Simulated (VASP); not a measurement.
Write the native input for VASP 6.6.1 that does the following.

| Property | Result |
| --- | --- |
| Task | single point |
| Functional | PBE |
| Dispersion | D3(BJ) |
| Potentials or basis | VASP PAW PBE potentials, release 64 (Al) |
| Cutoff | 520 eV |
| k mesh | 18 × 18 × 6 |
| Occupations | gaussian, width 0.15 eV |
| Spin | no spin polarisation |
| Dipole correction | no |
| Further INCAR settings | ALGO = Normal; EDIFF = 1e-06; NBANDS = 14 |

The structure of Al lies in POSCAR:

```
Al
1.0
    2.7700076917      0.0000000000      0.0000000000
   -1.3850038459      2.3988970297      0.0000000000
    0.0000000000      0.0000000000      9.5429534987
Al
4
Direct
    0.0000000000      0.0000000000      0.0000000000
    0.3333333333      0.6666666667      0.2500000000
    0.0000000000      0.0000000000      0.5000000000
    0.6666666667      0.3333333333      0.7500000000
```

This isn't the form of Al at room conditions, which is fcc.

One way to write it, as run:

INCAR

```
SYSTEM = Al
PREC     = Accurate       ! precision mode
ENCUT    = 520            ! plane-wave cutoff, eV
EDIFF    = 1E-6           ! SCF threshold, eV
ISMEAR   = 0              ! smearing method
SIGMA    = 0.15           ! smearing width, eV
LREAL    = .False.        ! projectors in reciprocal space
LASPH    = .True.         ! aspherical terms in the spheres
NELM     = 60             ! most SCF steps
ALGO     = Normal         ! electronic algorithm
ISIF     = 2              ! what is computed and relaxed
LWAVE    = .False.        ! write WAVECAR
LCHARG   = .True.         ! write CHGCAR
GGA      = PE             ! functional
IVDW     = 12             ! dispersion correction
LELF     = .True.         ! ELF
LVHAR    = .True.       
NBANDS   = 14             ! bands
```

KPOINTS

```
regular mesh
0
Gamma
  18 18 6
  0 0 0
```

Potentials or basis: VASP PAW PBE potentials, release 64 (Al).

Command:

```sh
$ cat potpaw_PBE.64/Al/POTCAR > POTCAR
$ mpirun -np 1 vasp_std > vasp.out
```

Results of the run:

```
Pressure                   : 0.3 GPa
Band gap on the k mesh     : zero (bands 6 and 7 overlap by 4.68 eV)
Dispersion energy per atom : -0.351 eV
```

Run time: 76 s on 1 thread of Intel Xeon 8259CL, with other jobs on the host, peak memory 0.25 GiB.
